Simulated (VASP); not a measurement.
# Pb (P6/mmm) in VASP: notebook

The runs below take Pb through single point, with BLYP.

Everything below comes from runs of VASP 6.6.1. Logs are shortened: lines on timing, memory, paths and dates and some standing lists are left out, and cuts for length are marked.

### Step 1. The cell of the first run

The structure is hexagonal, space group P6/mmm (No. 191). Conventional cell: a = 5.893 Å, b = 5.893 Å, c = 3.505 Å, α = 90.00°, β = 90.00°, γ = 120.00°. Within 4.6 Å of Pb (site symmetry 6/mmm) lie 14 Pb at 3.51 to 3.83 Å. Pb (site symmetry -6m2) has 11 Pb at 3.40 to 3.83 Å within 4.5 Å.

This isn't the form of Pb at room conditions, which is fcc.

### Step 2. Single point, BLYP (35.14 Å³/atom)

Input file INCAR:

```
  PREC = Accurate
  ENCUT = 520
  EDIFF = 1E-6
  ISMEAR = -1
  SIGMA = 0.1
  LREAL = F
  LASPH = T
  NELM = 100
  ALGO = Normal
  ISIF = 2
  LWAVE = F
  LCHARG = T
  GGA = B5
  ALDAX = 1.0
  AGGAX = 1.0
  AGGAC = 1.0
  ALDAC = 0.0
  LELF = T
  LVHAR = T
  NBANDS = 28
```

Input file KPOINTS:

```
regular mesh
0
Gamma
  7 7 10
```

Input file POSCAR:

```
Pb
1.0
    5.8925520172      0.0000000000      0.0000000000
   -2.9462760086      5.1030997400      0.0000000000
    0.0000000000      0.0000000000      3.5054696199
Pb
3
Direct
    0.0000000000      1.0000000000      0.0000000000
    0.3333333333      0.6666666667      0.5000000000
    0.6666666667      0.3333333333      0.5000000000
```

Potentials or basis: VASP PAW PBE potentials, release 64 (Pb_d).

Launch:

```bash
$ cat potpaw_PBE.64/Pb_d/POTCAR > POTCAR
$ mpirun -np 1 vasp_std > vasp.out
```

OUTCAR:

```text
PREC = Accurate
   ENCUT = 520
   EDIFF = 1E-6
   ISMEAR = -1
   LREAL = F
   LASPH = T
   NELM = 100
   ISIF = 2
   GGA = B5

 ion  position               nearest neighbor table
   1  0.000  0.000  0.000-   2 3.83   3 3.83   2 3.83   3 3.83   2 3.83   2 3.83   3 3.83   3 3.83
                             3 3.83   3 3.83   2 3.83   2 3.83
   2  0.333  0.667  0.500-   3 3.40   3 3.40   3 3.40   1 3.83   1 3.83   1 3.83   1 3.83   1 3.83
                             1 3.83
   3  0.667  0.333  0.500-   2 3.40   2 3.40   2 3.40   1 3.83   1 3.83   1 3.83   1 3.83   1 3.83
                             1 3.83

  LATTYP: Found a hexagonal cell.
 ALAT       =     5.8925520172
 C/A-ratio  =     0.5948983750

  Lattice vectors:

 A1 = (   5.8925520172,   0.0000000000,   0.0000000000)
 A2 = (  -2.9462760086,   5.1030997400,   0.0000000000)
 A3 = (   0.0000000000,   0.0000000000,   3.5054696199)

Analysis of symmetry for initial positions (statically):
=====================================================================
 Subroutine PRICEL returns:
 Original cell was already a primitive cell.

 Routine SETGRP: Setting up the symmetry group for a
 hexagonal supercell.

 Subroutine GETGRP returns: Found 24 space group operations
 (whereof 24 operations were pure point group operations)
 out of a pool of 24 trial point group operations.

The static configuration has the point symmetry D_6h.

Analysis of symmetry for dynamics (positions and initial velocities):
=====================================================================
 Subroutine PRICEL returns:
 Original cell was already a primitive cell.

 Routine SETGRP: Setting up the symmetry group for a
 hexagonal supercell.

 Subroutine GETGRP returns: Found 24 space group operations
 (whereof 24 operations were pure point group operations)
 out of a pool of 24 trial point group operations.

The dynamic configuration has the point symmetry D_6h.

 Subroutine INISYM returns: Found 24 space group operations
 (whereof 24 operations are pure point group operations),
 and found     1 'primitive' translations

----------------------------------------------------------------------------------------

                                     Primitive cell

  volume of cell :     105.4105

  direct lattice vectors                    reciprocal lattice vectors
     5.892552017  0.000000000  0.000000000     0.169705757  0.097979664  0.000000000
    -2.946276009  5.103099740  0.000000000     0.000000000  0.195959329  0.000000000
     0.000000000  0.000000000  3.505469620     0.000000000  0.000000000  0.285268483

  length of vectors
     5.892552017  5.892552017  3.505469620     0.195959329  0.195959329  0.285268483

  position of ions in fractional coordinates (direct lattice)
     0.000000000  0.000000000  0.000000000
     0.333333333  0.666666667  0.500000000
     0.666666667  0.333333333  0.500000000

  ion indices of the primitive-cell ions
   primitive index   ion index
                 1           1
                 2           2
                 3           3

----------------------------------------------------------------------------------------

 KPOINTS: regular mesh

Automatic generation of k-mesh.
 Grid dimensions read from file:
 generate k-points for:    7    7   10

 Generating k-lattice:

  Cartesian coordinates                     Fractional coordinates (reciprocal lattice)
     0.024243680  0.013997095  0.000000000     0.142857143 -0.000000000  0.000000000
     0.000000000  0.027994190  0.000000000     0.000000000  0.142857143  0.000000000
     0.000000000  0.000000000  0.028526848     0.000000000  0.000000000  0.100000000

  Length of vectors
     0.027994190  0.027994190  0.028526848

  Shift w.r.t. Gamma in fractional coordinates (k-lattice)
     0.000000000  0.000000000  0.000000000

 Subroutine IBZKPT returns following result:
 ===========================================

 Found     48 irreducible k-points:

 Following reciprocal coordinates:
            Coordinates               Weight
  0.000000  0.000000  0.000000      1.000000
  0.142857 -0.000000  0.000000      6.000000
  0.285714 -0.000000  0.000000      6.000000
  0.428571 -0.000000  0.000000      6.000000
  0.142857  0.142857  0.000000      6.000000
  0.285714  0.142857  0.000000     12.000000
[... 16 lines left out ...]
  0.428571  0.142857  0.200000     12.000000
  0.285714  0.285714  0.200000     12.000000
 [... further k-points ...]
   k-points           NKPTS =     48   k-points in BZ     NKDIM =     48   number of bands    NBANDS=     28
   number of dos      NEDOS =    301   number of ions     NIONS =      3
   total plane-waves  NPLWV =  64512
   dimension x,y,z NGX =    48 NGY =   48 NGZ =   28
   dimension x,y,z NGXF=    96 NGYF=   96 NGZF=   56
   ions per type =               3
   NGX,Y,Z   is equivalent  to a cutoff of  13.54, 13.54, 13.28 a.u.
   NGXF,Y,Z  is equivalent  to a cutoff of  27.08, 27.08, 26.56 a.u.
 SYSTEM =  unknown system
   PREC   = accura    normal or accurate (medium, high low for compatibility)
   ISTART =      0    job   : 0-new  1-cont  2-samecut
   ICHARG =      2    charge: 1-file 2-atom 10-const
   ISPIN  =      1    spin polarized calculation?
   LNONCOLLINEAR =      F non collinear calculations
   LSORBIT =      F    spin-orbit coupling
   LASPH  =      T    aspherical Exc in radial PAW
   ENCUT  =  520.0 eV  38.22 Ry    6.18 a.u.  10.96 10.96  6.52*2*pi/ulx,y,z
   NELM   =    100;   NELMIN=  2; NELMDL= -5     # of ELM steps
   EDIFF  = 0.1E-05   stopping-criterion for ELM
   LREAL  =      F    real-space projection
   EDIFFG = 0.1E-04   stopping-criterion for IOM
   NSW    =      0    number of steps for IOM
   IBRION =     -1    ionic relax: 0-MD 1-quasi-New 2-CG
   NFREE  =      0    steps in history (QN), initial steepest desc. (CG)
   ISIF   =      2    stress and relaxation
   ISYM   =      2    0-nonsym 1-usesym 2-fastsym
   POTIM  = 0.5000    time-step for ionic-motion
   TEBEG  =    0.0;   TEEND  =   0.0 temperature during run
   PSTRESS=    0.0 pullay stress
   NELECT =      42.0000    total number of electrons
   NUPDOWN=      -1.0000    fix difference up-down
   EMIN   =  10.00;   EMAX   =-10.00  energy-range for DOS
   EFERMI =   0.00;   METHOD = LEGACY
   ISMEAR =    -1;   SIGMA  =   0.10  broadening in eV -4-tet -1-fermi 0-gaus
   EFERMI_NEDOS =   21; number of points for ismear=-14 and -15
   IALGO  =     38    algorithm
   IMIX   =      4    mixing-type and parameters
     AMIX     =   0.40;   BMIX     =  1.00
     AMIX_MAG =   1.60;   BMIX_MAG =  1.00
  volume/ion in A,a.u.               =      35.14       237.11
  Fermi-wavevector in a.u.,A,eV,Ry     =   1.204657  2.276471 19.744750  1.451198
  Thomas-Fermi vector in A             =   2.340376
   LORBIT       =      0    0 simple, 1 ext, 2 COOP (PROOUT), +10 PAW based schemes
   GGA     = B5    functional components
   LHFCALC =     F    Hartree Fock is set to
   AEXX    =    0.0000 exact exchange contribution
   IVDW    =     0    specifies the selected vdW correction
   LEPSILON=     F    determine dielectric tensor
   LRPA    =     F    only Hartree local field effects (RPA)
 non-spin polarized calculation
  energy-cutoff  :      520.00
  volume of cell :      105.41
 maximum number of plane-waves:      2858
 NGX is ok and might be reduce to    48
   NGX = 21   NGY = 21   NGZ = 13

 number of electron      41.9999995 magnetization

 Free energy of the ion-electron system (eV)
  ---------------------------------------------------
  ext. energy  EPLUGINS =         0.00000000
  ---------------------------------------------------
  free energy    TOTEN  =        -8.51898314 eV

  energy without entropy =       -8.45508333  energy(sigma->0) =       -8.48703324

 E-fermi :   6.1396     XC(G=0):  -8.9152

 val. band max:        6.1212630399   @ k =   0.4286   0.1429   0.1000
 cond. band min:       6.2341095628   @ k =   0.1429  -0.0000   0.4000
 fundamental gap:      0.1128465228
 Fermi energy:         6.1395758721

 k-point     1 :       0.0000    0.0000    0.0000
  band No.  band energies     occupation
      1     -10.9993      2.00000
      2     -10.8715      2.00000
      3     -10.8715      2.00000
      4     -10.8389      2.00000
      5     -10.8205      2.00000
      6     -10.8205      2.00000
[... 20 lines left out ...]
     27      12.7869      0.00000
     28      13.1840      0.00000

 k-point     2 :       0.1429   -0.0000    0.0000
  band No.  band energies     occupation
      1     -10.9982      2.00000
      2     -10.8730      2.00000
      3     -10.8726      2.00000
      4     -10.8370      2.00000
      5     -10.8215      2.00000
      6     -10.8202      2.00000
[... 20 lines left out ...]
     27      12.5953      0.00000
     28      13.2829      0.00000

 k-point     3 :       0.2857   -0.0000    0.0000
  band No.  band energies     occupation
      1     -10.9959      2.00000
      2     -10.8792      2.00000
      3     -10.8762      2.00000
      4     -10.8300      2.00000
      5     -10.8239      2.00000
      6     -10.8185      2.00000
[... 20 lines left out ...]
     27      12.2841      0.00000
     28      13.5645      0.00000

 k-point     4 :       0.4286   -0.0000    0.0000
  band No.  band energies     occupation
      1     -10.9942      2.00000
      2     -10.8878      2.00000
      3     -10.8785      2.00000
      4     -10.8257      2.00000
      5     -10.8200      2.00000
      6     -10.8163      2.00000
[... 578 lines left out ...]
     27      10.7511      0.00000
     28      13.7727      0.00000

 k-point    23 :       0.4286    0.1429    0.2000
  band No.  band energies     occupation
      1     -10.9092      2.00000
      2     -10.8787      2.00000
      3     -10.8770      2.00000
      4     -10.8593      2.00000
      5     -10.8519      2.00000
      6     -10.7642      2.00000
[... 20 lines left out ...]
     27      10.2406      0.00000
     28      13.5624      0.00000

 k-point    24 :       0.2857    0.2857    0.2000
  band No.  band energies     occupation
      1     -10.9092      2.00000
      2     -10.8788      2.00000
      3     -10.8780      2.00000
      4     -10.8533      2.00000
      5     -10.8529      2.00000
      6     -10.7737      2.00000
[... 20 lines left out ...]
     27      10.8120      0.00000
     28      14.3167      0.00000

 [... further k-points ...]

------------------------ aborting loop because EDIFF is reached ----------------------------------------

  FORCE on cell =-STRESS in cart. coord.  units (eV):
  Direction    XX          YY          ZZ          XY          YZ          ZX
  --------------------------------------------------------------------------------------
  -------------------------------------------------------------------------------------
  Total        0.1801568      0.1801568     -0.2673327     -0.0000000      0.0000000      0.0000000
  in kB        2.7382784      2.7382784     -4.0633007     -0.0000000      0.0000000      0.0000000
  external PRESSURE =       0.4710854 kB  Pullay stress =       0.0000000 kB

 VOLUME and BASIS-vectors are now :
 -----------------------------------------------------------------------------
  energy-cutoff  :      520.00
  volume of cell :      105.41
      direct lattice vectors                 reciprocal lattice vectors
     5.892552017  0.000000000  0.000000000     0.169705757  0.097979664  0.000000000
    -2.946276009  5.103099740  0.000000000     0.000000000  0.195959329  0.000000000
     0.000000000  0.000000000  3.505469620     0.000000000  0.000000000  0.285268483

 POSITION                                       TOTAL-FORCE (eV/Angst)
 -----------------------------------------------------------------------------------
      0.00000      0.00000      0.00000        -0.000000      0.000000     -0.000000
     -0.00000      3.40207      1.75273        -0.000000     -0.000000      0.000000
      2.94628      1.70103      1.75273         0.000000      0.000000     -0.000000
 -----------------------------------------------------------------------------------
    total drift:                               -0.000000      0.000000     -0.000000

  FREE ENERGIE OF THE ION-ELECTRON SYSTEM (eV)
  ---------------------------------------------------
  free  energy   TOTEN  =        -8.5189831447 eV

  energy  without entropy=       -8.4550833349  energy(sigma->0) =       -8.48703324
```

It took 68 s on 1 thread of Intel Xeon 6975P-C (Granite Rapids), shared host; peak memory 0.29 GiB.

Results:

```
Free energy            : -8.5190 eV
Pressure               : 0.0 GPa
Band gap on the k mesh : zero (bands 21 and 22 overlap by 3.15 eV)
```

Stress tensor (GPa, compression positive):
```
 0.27  0.00  0.00
 0.00  0.27  0.00
 0.00  0.00 -0.41
```

Caveat: the PAW data sets were made with another functional, which shifts forces and pressure a little; spin-orbit coupling is left out, which moves the levels of the heavy elements.

### Step 3. Single point, BLYP (36.54 Å³/atom)

This run uses another cell than the first one, of 36.54 Å³/atom.

Input file INCAR:

```
AGGAC = 1.0 ; AGGAX = 1.0
ALDAC = 0.0 ; ALDAX = 1.0
ALGO = Normal ; EDIFF = 1E-6
ENCUT = 520 ; GGA = B5
ISIF = 2 ; ISMEAR = -1
LASPH = T ; LCHARG = T
LELF = T ; LREAL = F
LVHAR = T ; LWAVE = F
NBANDS = 28 ; NELM = 60
PREC = Accurate ; SIGMA = 0.1
```

Input file KPOINTS:

```
k-points
0
Gamma
  7 7 10
```

Input file POSCAR:

```
Pb
1.0
    5.9700944888      0.0000000000      0.0000000000
   -2.9850472444      5.1702534902      0.0000000000
    0.0000000000      0.0000000000      3.5515995102
Pb
3
Direct
    0.0000000000      1.0000000000      0.0000000000
    0.3333333333      0.6666666667      0.5000000000
    0.6666666667      0.3333333333      0.5000000000
```

Potentials or basis: VASP PAW PBE potentials, release 64 (Pb_d).

Launch:

```bash
$ cat potpaw_PBE.64/Pb_d/POTCAR > POTCAR
$ mpirun -np 1 vasp_std > vasp.out
```

Run time: 81 s. Hardware: 1 thread of Intel Xeon 6975P-C (Granite Rapids), shared host; peak memory 0.29 GiB.

Results (log left out):

- Free energy: -8.5074 eV
- Pressure: -1.1 GPa
- Band gap on the k mesh: zero (bands 21 and 22 overlap by 2.95 eV)

Stress tensor (GPa, compression positive):
```
-0.85  0.00  0.00
 0.00 -0.85  0.00
 0.00  0.00 -1.49
```

Levels at points of the mesh, in eV from the Fermi level:
| k point | band 17 | band 18 | band 19 | band 20 | band 21 | band 22 | band 23 | band 24 | band 25 | band 26 |
| --- | --- | --- | --- | --- | --- | --- | --- | --- | --- | --- |
| (0.00, 0.00, 0.00) | -7.72 | -7.34 | -1.58 | -1.58 | -1.48 | -1.48 | 2.86 | 5.90 | 5.90 | 6.22 |
| (0.00, 0.00, 0.50) | -7.69 | -5.94 | -1.95 | -1.18 | -0.20 | -0.10 | -0.10 | 1.01 | 1.01 | 2.35 |

Caveat: the PAW data sets were made with another functional, which shifts forces and pressure a little; spin-orbit coupling is left out, which moves the levels of the heavy elements.

### Step 4. Single point, BLYP (37.95 Å³/atom)

This run uses another cell than the first one, of 37.95 Å³/atom.

Input file INCAR:

```
AGGAC = 1.0
AGGAX = 1.0
ALDAC = 0.0
ALDAX = 1.0
ALGO = Normal
EDIFF = 1E-6
ENCUT = 520
GGA = B5
ISIF = 2
ISMEAR = -1
LASPH = T
LCHARG = F
LREAL = F
LWAVE = F
NBANDS = 28
NELM = 60
PREC = Accurate
SIGMA = 0.1
```

KPOINTS is that of step 3.

Input file POSCAR:

```
Pb
1.0
    6.0456733284      0.0000000000      0.0000000000
   -3.0228366642      5.2357066854      0.0000000000
    0.0000000000      0.0000000000      3.5965612391
Pb
3
Direct
    0.0000000000      1.0000000000      0.0000000000
    0.3333333333      0.6666666667      0.5000000000
    0.6666666667      0.3333333333      0.5000000000
```

Potentials or basis: VASP PAW PBE potentials, release 64 (Pb_d).

Launch:

```bash
$ cat potpaw_PBE.64/Pb_d/POTCAR > POTCAR
$ mpirun -np 1 vasp_std > vasp.out
```

OUTCAR:

```text
EDIFF = 1E-6
   ENCUT = 520
   GGA = B5
   ISIF = 2
   ISMEAR = -1
   LASPH = T
   LREAL = F
   NELM = 60
   PREC = Accurate

 ion  position               nearest neighbor table
   1  0.000  0.000  0.000-   2 3.93   3 3.93   2 3.93   3 3.93   3 3.93   3 3.93   2 3.93   2 3.93
                             3 3.93   3 3.93   2 3.93   2 3.93
   2  0.333  0.667  0.500-   3 3.49   3 3.49   3 3.49   1 3.93   1 3.93   1 3.93   1 3.93   1 3.93
                             1 3.93
[... 945 lines left out ...]
  Direction    XX          YY          ZZ          XY          YZ          ZX
  --------------------------------------------------------------------------------------
  -------------------------------------------------------------------------------------
  Total       -1.2400524     -1.2400524     -1.6596421      0.0000000      0.0000000     -0.0000000
  in kB      -17.4519189    -17.4519189    -23.3570276      0.0000000      0.0000000     -0.0000000
  external PRESSURE =     -19.4202884 kB  Pullay stress =       0.0000000 kB

 VOLUME and BASIS-vectors are now :
 -----------------------------------------------------------------------------
  energy-cutoff  :      520.00
  volume of cell :      113.84
      direct lattice vectors                 reciprocal lattice vectors
     6.045673328  0.000000000  0.000000000     0.165407548  0.095498092  0.000000000
    -3.022836664  5.235706685  0.000000000     0.000000000  0.190996184  0.000000000
     0.000000000  0.000000000  3.596561239     0.000000000  0.000000000  0.278043368

 POSITION                                       TOTAL-FORCE (eV/Angst)
 -----------------------------------------------------------------------------------
      0.00000      0.00000      0.00000        -0.000000      0.000000      0.000000
     -0.00000      3.49047      1.79828         0.000000      0.000000      0.000000
      3.02284      1.74524      1.79828        -0.000000     -0.000000      0.000000
 -----------------------------------------------------------------------------------
    total drift:                               -0.000000      0.000000     -0.000000

  FREE ENERGIE OF THE ION-ELECTRON SYSTEM (eV)
  ---------------------------------------------------
  free  energy   TOTEN  =        -8.4696825196 eV

  energy  without entropy=       -8.4034997010  energy(sigma->0) =       -8.43659111
```

Wall time 72 s (1 thread of Intel Xeon 6975P-C (Granite Rapids), shared host); peak memory 0.29 GiB.

Results:

- Free energy: -8.4697 eV
- Pressure: -1.9 GPa
- Band gap on the k mesh: zero (bands 21 and 22 overlap by 2.77 eV)

Caveat: the PAW data sets were made with another functional, which shifts forces and pressure a little; spin-orbit coupling is left out, which moves the levels of the heavy elements.

### Step 5. Overview

| cell | gap on the mesh (eV) | pressure (GPa) |
| --- | --- | --- |
| a = 5.893, b = 5.893, c = 3.505 Å, angles 90.0, 90.0, 120.0°, 3 atoms | none | 0.0 |
| a = 5.970, b = 5.970, c = 3.552 Å, angles 90.0, 90.0, 120.0°, 3 atoms | none | -1.1 |
| a = 6.046, b = 6.046, c = 3.597 Å, angles 90.0, 90.0, 120.0°, 3 atoms | none | -1.9 |

Alike in all rows: task single point; level BLYP; potentials or basis VASP PAW PBE potentials, release 64 (Pb_d); no spin polarisation; k mesh 7 × 7 × 10; cutoff (eV) 520; smearing fermi-dirac 0.1 eV.

Caveats: the PAW data sets were made with another functional, which shifts forces and pressure a little; spin-orbit coupling is left out, which moves the levels of the heavy elements.

Total energies depend on the potentials used, so only differences within one code and one set of settings carry meaning.
